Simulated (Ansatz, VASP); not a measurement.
# Two plane-wave programs on Al

```
CELL_PARAMETERS angstrom
0.02715 -1.97929 -1.97208
-0.03617 1.94984 -1.94262
4.09060 -0.06333 0.00902
ATOMIC_POSITIONS crystal
Al 0.50063 0.51475 0.49587
Al 0.99937 0.98525 0.00413
```

Change from the starting cell: all atoms moved at random, sigma 0.05 Å a component, cell strained at random, sigma 0.03.

Alike in both runs: task single point; functional PBE; k mesh 12 × 12 × 8; occupations gaussian, width 0.15 eV; no spin polarisation.

```csv
,VASP,Ansatz
version,VASP 6.6.1,Ansatz 0.2.0
potentials or method,"VASP PAW PBE potentials, release 64 (Al), cutoff 520 eV","scalar-relativistic, plane waves, PAW"
valence electrons in the cell,6,6
```

|  | VASP | Ansatz | Ansatz less VASP |
| --- | --- | --- | --- |
| gap on the k mesh at the Fermi level (eV) | none | none | - |
| pressure (GPa) | 4.6 | 4.6 | +0.03 |
| traceless stress, the component that is largest in VASP (GPa) | -2.28 | -2.28 | +0.001 |
| rms of the force components (eV/Å) | 0.125 | 0.125 | +0.0001 |

Atom by atom the forces differ by 0.000 eV/Å (rms over components). A gap of «none» marks a metal or a gap that the smearing closes. With one functional, cell and mesh, what is left measures potentials, basis and numerics.
